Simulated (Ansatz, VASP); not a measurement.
## TiO2: VASP beside Ansatz

The input POSCAR:

```
TiO2
1.0
    3.4640150660      0.0000000000      0.0000000000
    0.0000000000      3.4640150660      0.0000000000
    0.0000000000      0.0000000000      5.0385871034
Ti O
2 4
Direct
    0.5000000000      0.5000000000      0.5000000000
    0.0000000000      0.0000000000      0.0000000000
    0.0000000000      0.5000000000      0.6961635351
    0.5000000000      0.0000000000      0.8038364649
    0.5000000000      0.0000000000      0.3038364649
    0.0000000000      0.5000000000      0.1961635351
```

Contents of INCAR.step1:

```
SYSTEM = TiO2
  PREC = Accurate
  ENCUT = 600
  ISMEAR = 0
  SIGMA = 0.1
  LREAL = .FALSE.
  LASPH = .TRUE.
  NELM = 80
  GGA = PE
  ALGO = Normal
  EDIFF = 1E-4
  LWAVE = .TRUE.
  LCHARG = .FALSE.
```

File INCAR.step2:

```
SYSTEM = TiO2
  PREC = Accurate
  ENCUT = 600
  EDIFF = 1E-6
  ISMEAR = 0
  SIGMA = 0.1
  LREAL = .FALSE.
  LASPH = .TRUE.
  NELM = 80
  ALGO = Normal
  ISIF = 3
  LWAVE = .FALSE.
  LCHARG = .FALSE.
  METAGGA = R2SCAN
  LMIXTAU = .TRUE.
  IBRION = 2
  NSW = 80
  EDIFFG = -0.05
  ISTART = 1
```

File KPOINTS:

```
regular mesh
0
G
  6 6 4
  0 0 0
```

Input for Ansatz:

```yaml
crystal:
  lattice:
    - [3.464015066, 0.0, 0.0]
    - [0.0, 3.464015066, 0.0]
    - [0.0, 0.0, 5.0385871034]
  atoms:
    - { symbol: Ti, position: [0.5, 0.5, 0.5] }
    - { symbol: Ti, position: [0.0, 0.0, 0.0] }
    - { symbol: O, position: [0.0, 0.5, 0.6961635351] }
    - { symbol: O, position: [0.5, 0.0, 0.8038364649] }
    - { symbol: O, position: [0.5, 0.0, 0.3038364649] }
    - { symbol: O, position: [0.0, 0.5, 0.1961635351] }
basis:
  ecutwfc: 500
kpoints:
  mp_grid: { grid: [6, 6, 4] }
hamiltonian:
  xc: r2scan
scf:
  occupations: { method: gaussian, width: 0.1 }
output:
  forces: true
  stress: true
  eigenvalues: true
relax:
  adjacent_minimum: "off"
  f_tol: 0.05
  max_steps: 60
  cell: { stress_tol: 0.5 }
```

Alike in both runs: task relaxation of cell and atoms; functional r2SCAN; k mesh 6 × 6 × 4; occupations gaussian, width 0.1 eV; no spin polarisation.

```csv
,VASP,Ansatz
version,VASP 6.6.1,Ansatz 0.2.0
potentials or method,"VASP PAW PBE potentials, release 64 (Ti_sv, O), cutoff 600 eV","scalar-relativistic, plane waves, PAW"
valence electrons in the cell,48,48
```

```csv
,VASP,Ansatz,Ansatz less VASP
"gap on the k mesh at the Fermi level, each at its own relaxed structure (eV)",2.90,2.94,+0.042
relaxed volume (Å³/atom),9.81,9.84,+0.030
relaxed cell length with the largest relative difference (Å),5.183,5.205,+0.0222
```

VASP's potentials were made for PBE, not for r2SCAN.
